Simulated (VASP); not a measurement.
Input of a VASP 6.6.1 run:

INCAR

```
SYSTEM = Sr
PREC = Accurate ; ENCUT = 520
EDIFF = 1E-6 ; ISMEAR = -1
SIGMA = 1.0 ; LREAL = .False.
LASPH = .True. ; NELM = 100
ALGO = Normal ; ISIF = 2
LWAVE = .False. ; LCHARG = .False.
GGA = PE ; NBANDS = 11
```

KPOINTS

```
regular mesh
0
Gamma
  9 9 9
  0 0 0
```

File POSCAR:

```
Sr
1.0
    0.0000000000      3.0191365063      3.0191365063
    3.0191365063      0.0000000000      3.0191365063
    3.0191365063      3.0191365063      0.0000000000
Sr
1
Direct
    0.0000000000      0.0000000000      0.0000000000
```

Potentials or basis: VASP PAW PBE potentials, release 64 (Sr_sv).

Launch:

```bash
$ cat potpaw_PBE.64/Sr_sv/POTCAR > POTCAR
$ mpirun -np 1 vasp_std > vasp.out
```

Task: What does it give for the pressure?

Result: 1.4 GPa.
